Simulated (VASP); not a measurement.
Runs of VASP 6.6.1 on Ca. The structure is that of space group Pm-3m (No. 221), or close to it. The cells are those of the table. This isn't the form of Ca at room conditions, which is fcc.

```csv
cell,further INCAR settings,gap on the mesh (eV),pressure (GPa)
"a = 3.447, b = 3.430 Å, 1 atom",ALGO = Fast; EDIFF = 1e-06; NBANDS = 11,none,0.2
"a = 3.447, b = 3.499 Å, 1 atom",ALGO = Fast; EDIFF = 1e-06; NBANDS = 11,none,-0.1
"a = 3.447, b = 3.413 Å, 1 atom",ALGO = Fast; EDIFF = 1e-06; NBANDS = 11,none,0.2
"a = 3.447, b = 3.482 Å, 1 atom",ALGO = Fast; EDIFF = 1e-06; NBANDS = 11,none,0.0
"a = 3.447, b = 3.464 Å, 1 atom",ALGO = Fast; EDIFF = 1e-06; NBANDS = 11,none,(b)
"a = 3.447, b = 3.378 Å, 1 atom",ALGO = Fast; EDIFF = 1e-07; NBANDS = 11,none,(a)
"a = 3.447, b = 3.395 Å, 1 atom",ALGO = Fast; EDIFF = 1e-06; NBANDS = 11,none,0.3
```

Alike in all rows: task single point; level PBEsol; potentials or basis VASP PAW PBE potentials, release 64 (Ca_sv); no spin polarisation; k mesh 18 × 18 × 18; cutoff (eV) 520; smearing gaussian 0.15 eV.

Estimate the missing entries.

(a) 0.4; (b) 0.1.

Caveats: the PAW data sets were made with another functional, which shifts forces and pressure a little.

A gap of «none» marks levels without a gap at the run's occupations.
